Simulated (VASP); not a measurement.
A run of VASP 6.6.1 is set up as follows.

POSCAR

```
SrO
1.0
    3.5471277436      0.0000000000      0.0000000000
   -1.7735638718      3.0719027365      0.0000000000
    0.0000000000      0.0000000000      6.2083420503
Sr O
2 2
Direct
    0.3333333333      0.6666666667      0.2500000000
    0.6666666667      0.3333333333      0.7500000000
    0.0000000000      0.0000000000      0.0000000000
    0.0000000000      0.0000000000      0.5000000000
```

File INCAR.step1:

```
SYSTEM = SrO
ALGO = Normal
EDIFF = 1E-4
ENCUT = 520
GGA = PE
ISMEAR = 0
LASPH = .True.
LCHARG = .False.
LREAL = .False.
LWAVE = .True.
NBANDS = 24
NELM = 100
PREC = Accurate
SIGMA = 0.01
```

File INCAR.step2:

```
SYSTEM = SrO
ALGO = Normal
EDIFF = 1E-6
ENCUT = 520
ISIF = 2
ISMEAR = 0
ISTART = 1
LASPH = .True.
LCHARG = .False.
LMIXTAU = .True.
LREAL = .False.
LWAVE = .False.
METAGGA = R2SCAN
NBANDS = 24
NELM = 100
PREC = Accurate
SIGMA = 0.01
```

Contents of KPOINTS:

```
k-points
0
Gamma
  12 12 4
  0 0 0
```

Potentials or basis: VASP PAW PBE potentials, release 64 (Sr_sv, O).

The run is started by

```bash
$ cat potpaw_PBE.64/Sr_sv/POTCAR potpaw_PBE.64/O/POTCAR > POTCAR
$ cp INCAR.step1 INCAR
$ mpirun -np 1 vasp_std > vasp.out
$ cp INCAR.step2 INCAR
$ mpirun -np 1 vasp_std > vasp.out
```

Estimate the pressure.

0.6 GPa.

Estimate the band gap on the k mesh.

3.49 eV, indirect (least direct gap 3.70 eV).

Caveat: the PAW data sets were made with another functional, which shifts forces and pressure a little. r2SCAN opens gaps a little over a GGA but as a rule still falls short of measured ones.
